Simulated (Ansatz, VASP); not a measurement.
**TaN: VASP beside Ansatz**

```
Ta N
1.0
     3.00878    0.00000    0.00000
    -1.50439    2.60568    0.00000
     0.00000    0.00000    4.87324
Ta N
2 2
Direct
  0.33333 0.66667 0.00000
  0.66667 0.33333 0.50000
  0.33333 0.66667 0.38500
  0.66667 0.33333 0.88500
```

Change from the starting cell: volume scaled by 0.96, crystal datasets.

Alike in both runs: task electric field gradients; functional PBE; k mesh 9 × 9 × 5; occupations fermi-dirac, width 0.01 eV; no spin polarisation.

```csv
,VASP,Ansatz
version,VASP 6.6.1,Ansatz 0.2.0
potentials or method,"VASP PAW PBE potentials, release 64 (Ta_pv, N), cutoff 520 eV","all-electron PAW with datasets made for the crystal, scalar-relativistic"
```

|  | VASP | Ansatz | Ansatz less VASP |
| --- | --- | --- | --- |
| pressure (GPa) | 172.7 | 166.1 | -6.66 |
| traceless stress, the component that is largest in VASP (GPa) | -20.03 | -19.25 | +0.779 |
| rms of the force components (eV/Å) | 1.426 | 1.392 | -0.0338 |
| size of Vzz on the site where it differs most (V/Å²) | 128.0 | 122.9 | -5.09 |

Atom by atom the forces differ by 0.034 eV/Å (rms over components). Both programs put the cell under a high pressure, so it lies far from rest at this level. Ansatz ran all-electron here, and VASP with PAW potentials.

Neither program's run includes spin-orbit coupling. Noted on VASP's run: the cell as given lies far from equilibrium.
